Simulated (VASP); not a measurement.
# SnSe (Pnma) in VASP: single point with PBE

Aim: the single point of SnSe with PBE.

All numbers are computed with VASP 6.6.1; they aren't measurements. Logs are shortened: lines on timing, memory, paths and dates and some standing lists are left out, and cuts for length are marked.

### 1 The cell of the first run

Symmetry: Pnma, No. 62, orthorhombic system. Conventional cell: a = 11.794 Å, b = 4.207 Å, c = 4.567 Å, α = 90.00°, β = 90.00°, γ = 90.00°. Sn (site symmetry m) has 6 Se at 2.79 to 3.55 Å and 2 Sn at 3.71 Å within 3.8 Å. Se (site symmetry m) has 6 Sn at 2.79 to 3.55 Å within 3.7 Å.

### 2 Single point, PBE

POSCAR

```
SnSe
1.0
   11.7943129338      0.0000000000      0.0000000000
    0.0000000000      4.2069238369      0.0000000000
    0.0000000000      0.0000000000      4.5669585096
Sn Se
4 4
Direct
    0.1214825928      0.2500000000      0.1164915050
    0.8785174072      0.7500000000      0.8835084950
    0.3785174072      0.7500000000      0.6164915050
    0.6214825928      0.2500000000      0.3835084950
    0.8548834788      0.2500000000      0.4762891689
    0.1451165212      0.7500000000      0.5237108311
    0.6451165212      0.7500000000      0.9762891689
    0.3548834788      0.2500000000      0.0237108311
```

INCAR.step1

```
  PREC = Accurate
  ENCUT = 520
  EDIFF = 1E-6
  ISMEAR = 0
  SIGMA = 0.02
  LREAL = F
  LASPH = T
  NELM = 80
  ALGO = Normal
  ISIF = 2
  LWAVE = F
  LCHARG = T
  GGA = PE
  NBANDS = 50
```

KPOINTS.step1

```
Automatic mesh
0
Gamma
  4 6 6
```

INCAR.step2

```
  PREC = Accurate
  ENCUT = 520
  EDIFF = 1E-6
  ISMEAR = -5
  SIGMA = 0.02
  LREAL = F
  LASPH = T
  NELM = 80
  ALGO = Normal
  ISIF = 2
  LWAVE = F
  LCHARG = F
  GGA = PE
  LORBIT = 11
  NBANDS = 50
  NEDOS = 2001
  ICHARG = 11
```

KPOINTS.step2

```
Automatic mesh
0
Gamma
  6 9 9
```

Potentials or basis: VASP PAW PBE potentials, release 64 (Sn_d, Se).

Run with:

```sh
$ cat potpaw_PBE.64/Sn_d/POTCAR potpaw_PBE.64/Se/POTCAR > POTCAR
$ cp INCAR.step1 INCAR
$ cp KPOINTS.step1 KPOINTS
$ mpirun -np 1 vasp_std > vasp.out
$ cp INCAR.step2 INCAR
$ cp KPOINTS.step2 KPOINTS
$ mpirun -np 1 vasp_std > vasp.out
```

OUTCAR:

```text
PREC = Accurate
   ENCUT = 520
   EDIFF = 1E-6
   ISMEAR = -5
   LREAL = F
   LASPH = T
   NELM = 80
   ISIF = 2
   GGA = PE
   LORBIT = 11
   ICHARG = 11

 ion  position               nearest neighbor table
   1  0.121  0.250  0.116-   8 2.79   6 2.82   6 2.82   2 3.71   2 3.71
   2  0.879  0.750  0.884-   7 2.79   5 2.82   5 2.82   1 3.71   1 3.71
   3  0.379  0.750  0.616-   6 2.79   8 2.82   8 2.82   4 3.71   4 3.71
   4  0.621  0.250  0.384-   5 2.79   7 2.82   7 2.82   3 3.71   3 3.71
   5  0.855  0.250  0.476-   4 2.79   2 2.82   2 2.82
   6  0.145  0.750  0.524-   3 2.79   1 2.82   1 2.82
   7  0.645  0.750  0.976-   2 2.79   4 2.82   4 2.82
   8  0.355  0.250  0.024-   1 2.79   3 2.82   3 2.82

  LATTYP: Found a simple orthorhombic cell.
 ALAT       =     4.2069238369
 B/A-ratio  =     1.0855814573
 C/A-ratio  =     2.8035480059

  Lattice vectors:

 A1 = (   0.0000000000,   4.2069238369,   0.0000000000)
 A2 = (   0.0000000000,   0.0000000000,   4.5669585096)
 A3 = (  11.7943129338,   0.0000000000,   0.0000000000)

Analysis of symmetry for initial positions (statically):
=====================================================================
 Subroutine PRICEL returns:
 Original cell was already a primitive cell.

 Routine SETGRP: Setting up the symmetry group for a
 simple orthorhombic supercell.

 Subroutine GETGRP returns: Found  8 space group operations
 (whereof  2 operations were pure point group operations)
 out of a pool of  8 trial point group operations.

The static configuration has the point symmetry S_2 .
 The point group associated with its full space group is D_2h.

Analysis of symmetry for dynamics (positions and initial velocities):
=====================================================================
 Subroutine PRICEL returns:
 Original cell was already a primitive cell.

 Routine SETGRP: Setting up the symmetry group for a
 simple orthorhombic supercell.

 Subroutine GETGRP returns: Found  8 space group operations
 (whereof  2 operations were pure point group operations)
 out of a pool of  8 trial point group operations.

The dynamic configuration has the point symmetry S_2 .
 The point group associated with its full space group is D_2h.

 Subroutine INISYM returns: Found  8 space group operations
 (whereof  2 operations are pure point group operations),
 and found     1 'primitive' translations

----------------------------------------------------------------------------------------

                                     Primitive cell

  volume of cell :     226.6023

  direct lattice vectors                    reciprocal lattice vectors
    11.794312934  0.000000000  0.000000000     0.084786626  0.000000000  0.000000000
     0.000000000  4.206923837  0.000000000     0.000000000  0.237703376  0.000000000
     0.000000000  0.000000000  4.566958510     0.000000000  0.000000000  0.218964109

  length of vectors
    11.794312934  4.206923837  4.566958510     0.084786626  0.237703376  0.218964109

  position of ions in fractional coordinates (direct lattice)
     0.121482593  0.250000000  0.116491505
     0.878517407  0.750000000  0.883508495
     0.378517407  0.750000000  0.616491505
     0.621482593  0.250000000  0.383508495
     0.854883479  0.250000000  0.476289169
     0.145116521  0.750000000  0.523710831
     0.645116521  0.750000000  0.976289169
     0.354883479  0.250000000  0.023710831

  ion indices of the primitive-cell ions
   primitive index   ion index
                 1           1
                 2           2
                 3           3
                 4           4
                 5           5
                 6           6
                 7           7
                 8           8

----------------------------------------------------------------------------------------

 KPOINTS: Automatic mesh

Automatic generation of k-mesh.
 Grid dimensions read from file:
 generate k-points for:    6    9    9

 Generating k-lattice:

  Cartesian coordinates                     Fractional coordinates (reciprocal lattice)
     0.014131104  0.000000000  0.000000000     0.166666667  0.000000000  0.000000000
     0.000000000  0.026411486  0.000000000     0.000000000  0.111111111  0.000000000
     0.000000000  0.000000000  0.024329345     0.000000000  0.000000000  0.111111111

  Length of vectors
     0.014131104  0.026411486  0.024329345

  Shift w.r.t. Gamma in fractional coordinates (k-lattice)
     0.000000000  0.000000000  0.000000000

 TETIRR: Found   1449 inequivalent tetrahedra from     2916

 Subroutine IBZKPT returns following result:
 ===========================================

 Found    100 irreducible k-points:

 Following reciprocal coordinates:
            Coordinates               Weight
  0.000000  0.000000  0.000000      1.000000
  0.166667  0.000000  0.000000      2.000000
  0.333333  0.000000  0.000000      2.000000
  0.500000  0.000000  0.000000      1.000000
  0.000000  0.111111  0.000000      2.000000
  0.166667  0.111111  0.000000      4.000000
[... 16 lines left out ...]
  0.333333  0.000000  0.111111      4.000000
  0.500000  0.000000  0.111111      2.000000
 [... further k-points ...]
   k-points           NKPTS =    100   k-points in BZ     NKDIM =    100   number of bands    NBANDS=     50
   number of dos      NEDOS =   2001   number of ions     NIONS =      8
   total plane-waves  NPLWV = 103680
   dimension x,y,z NGX =    90 NGY =   32 NGZ =   36
   dimension x,y,z NGXF=   180 NGYF=   64 NGZF=   72
   ions per type =               4   4
   NGX,Y,Z   is equivalent  to a cutoff of  12.69, 12.65, 13.10 a.u.
   NGXF,Y,Z  is equivalent  to a cutoff of  25.37, 25.29, 26.21 a.u.
 SYSTEM =  unknown system
   PREC   = accura    normal or accurate (medium, high low for compatibility)
   ISTART =      0    job   : 0-new  1-cont  2-samecut
   ICHARG =     11    charge: 1-file 2-atom 10-const
   ISPIN  =      1    spin polarized calculation?
   LNONCOLLINEAR =      F non collinear calculations
   LSORBIT =      F    spin-orbit coupling
   LASPH  =      T    aspherical Exc in radial PAW
   ENCUT  =  520.0 eV  38.22 Ry    6.18 a.u.  21.93  7.82  8.49*2*pi/ulx,y,z
   NELM   =     80;   NELMIN=  2; NELMDL=  0     # of ELM steps
   EDIFF  = 0.1E-05   stopping-criterion for ELM
   LREAL  =      F    real-space projection
   EDIFFG = 0.1E-04   stopping-criterion for IOM
   NSW    =      0    number of steps for IOM
   IBRION =     -1    ionic relax: 0-MD 1-quasi-New 2-CG
   NFREE  =      0    steps in history (QN), initial steepest desc. (CG)
   ISIF   =      2    stress and relaxation
   ISYM   =      2    0-nonsym 1-usesym 2-fastsym
   POTIM  = 0.5000    time-step for ionic-motion
   TEBEG  =    0.0;   TEEND  =   0.0 temperature during run
   PSTRESS=    0.0 pullay stress
   NELECT =      80.0000    total number of electrons
   NUPDOWN=      -1.0000    fix difference up-down
   EMIN   =  10.00;   EMAX   =-10.00  energy-range for DOS
   EFERMI =   0.00;   METHOD = LEGACY
   ISMEAR =    -5;   SIGMA  =   0.02  broadening in eV -4-tet -1-fermi 0-gaus
   EFERMI_NEDOS =   21; number of points for ismear=-14 and -15
   IALGO  =     38    algorithm
   IMIX   =      4    mixing-type and parameters
     AMIX     =   0.40;   BMIX     =  1.00
     AMIX_MAG =   1.60;   BMIX_MAG =  1.00
  volume/ion in A,a.u.               =      28.33       191.15
  Fermi-wavevector in a.u.,A,eV,Ry     =   1.157044  2.186497 18.214824  1.338752
  Thomas-Fermi vector in A             =   2.293659
   LORBIT       =     11    0 simple, 1 ext, 2 COOP (PROOUT), +10 PAW based schemes
   GGA     = PE    functional components
   LHFCALC =     F    Hartree Fock is set to
   AEXX    =    0.0000 exact exchange contribution
   IVDW    =     0    specifies the selected vdW correction
   LEPSILON=     F    determine dielectric tensor
   LRPA    =     F    only Hartree local field effects (RPA)
 non-spin polarized calculation
 Fermi weights with tetrahedron method with Bloechl corrections
  energy-cutoff  :      520.00
  volume of cell :      226.60
 maximum number of plane-waves:      6144
 NGX is ok and might be reduce to    90

 number of electron      79.9999978 magnetization

 Free energy of the ion-electron system (eV)
  ---------------------------------------------------
  ext. energy  EPLUGINS =         0.00000000
  ---------------------------------------------------
  free energy    TOTEN  =       -32.88664774 eV

  energy without entropy =      -32.88664774  energy(sigma->0) =      -32.88664774

 E-fermi :   4.8022     XC(G=0):  -9.4149

 val. band max:        4.7967776327   @ k =   0.0000   0.0000   0.3333
 cond. band min:       5.4322926501   @ k =   0.0000   0.3333   0.0000
 fundamental gap:      0.6355150174
 Fermi energy:         4.8021985575

 k-point     1 :       0.0000    0.0000    0.0000
  band No.  band energies     occupation
      1     -16.4920      2.00000
      2     -16.4837      2.00000
      3     -16.4799      2.00000
      4     -16.4786      2.00000
      5     -16.4767      2.00000
      6     -16.4754      2.00000
[... 42 lines left out ...]
     49       9.4873      0.00000
     50       9.5228      0.00000

 k-point     2 :       0.1667    0.0000    0.0000
  band No.  band energies     occupation
      1     -16.4916      2.00000
      2     -16.4845      2.00000
      3     -16.4795      2.00000
      4     -16.4785      2.00000
      5     -16.4769      2.00000
      6     -16.4762      2.00000
[... 1158 lines left out ...]
 k-point    24 :       0.5000    0.0000    0.1111
  band No.  band energies     occupation
      1     -16.4881      2.00000
      2     -16.4881      2.00000
      3     -16.4781      2.00000
      4     -16.4781      2.00000
      5     -16.4780      2.00000
      6     -16.4780      2.00000
[... 42 lines left out ...]
     49       9.4768      0.00000
     50       9.5096      0.00000

 [... further k-points ...]

------------------------ aborting loop because EDIFF is reached ----------------------------------------

  FORCE on cell =-STRESS in cart. coord.  units (eV):
  Direction    XX          YY          ZZ          XY          YZ          ZX
  --------------------------------------------------------------------------------------
  -------------------------------------------------------------------------------------
  Total       -0.0423435      0.0429351      0.0813644      0.0000000      0.0000000      0.0000000
  in kB       -0.2993871      0.3035697      0.5752816      0.0000000      0.0000000      0.0000000
  external PRESSURE =       0.1931547 kB  Pullay stress =       0.0000000 kB

 VOLUME and BASIS-vectors are now :
 -----------------------------------------------------------------------------
  energy-cutoff  :      520.00
  volume of cell :      226.60
      direct lattice vectors                 reciprocal lattice vectors
    11.794312934  0.000000000  0.000000000     0.084786626  0.000000000  0.000000000
     0.000000000  4.206923837  0.000000000     0.000000000  0.237703376  0.000000000
     0.000000000  0.000000000  4.566958510     0.000000000  0.000000000  0.218964109

 POSITION                                       TOTAL-FORCE (eV/Angst)
 -----------------------------------------------------------------------------------
      1.43280      1.05173      0.53201        -0.017133      0.000000     -0.014983
     10.36151      3.15519      4.03495         0.017133     -0.000000      0.014983
      4.46435      3.15519      2.81549         0.017133      0.000000     -0.014983
      7.32996      1.05173      1.75147        -0.017133      0.000000      0.014983
     10.08276      1.05173      2.17519         0.002524      0.000000     -0.015612
      1.71155      3.15519      2.39177        -0.002524      0.000000      0.015612
      7.60871      3.15519      4.45867        -0.002524      0.000000     -0.015612
      4.18561      1.05173      0.10829         0.002524      0.000000      0.015612
 -----------------------------------------------------------------------------------
    total drift:                               -0.000000      0.000000      0.000000

  FREE ENERGIE OF THE ION-ELECTRON SYSTEM (eV)
  ---------------------------------------------------
  free  energy   TOTEN  =       -32.8866477391 eV

  energy  without entropy=      -32.8866477391  energy(sigma->0) =      -32.88664774

 total charge

# of ion       s       p       d       tot
------------------------------------------
    1        1.350   0.728   9.987  12.065
    2        1.350   0.728   9.987  12.065
    3        1.350   0.728   9.987  12.065
    4        1.350   0.728   9.987  12.065
    5        1.472   2.314   0.022   3.808
    6        1.472   2.314   0.022   3.808
    7        1.472   2.314   0.022   3.808
    8        1.472   2.314   0.022   3.808
--------------------------------------------------
tot         11.288  12.171  40.035  63.494
```

Wall time 20 min (1 thread of Oxide Virtual Turin-like, shared host); peak memory 0.85 GiB.

Results:

- Valence electrons inside the program's atomic spheres: Sn 12.06; Se 3.81

Levels at points of the mesh, in eV from the valence-band top:
```csv
k point,band 36,band 37,band 38,band 39,band 40,band 41,band 42,band 43,band 44,band 45
"(0.00, 0.00, 0.00)",-1.76,-1.48,-1.12,-0.64,-0.46,0.82,2.76,2.94,3.00,3.22
"(0.50, 0.00, 0.00)",-1.93,-1.72,-1.72,-0.50,-0.50,2.49,2.49,2.66,2.66,3.71
```

Caveat: spin-orbit coupling is left out, which moves the levels of the heavy elements.
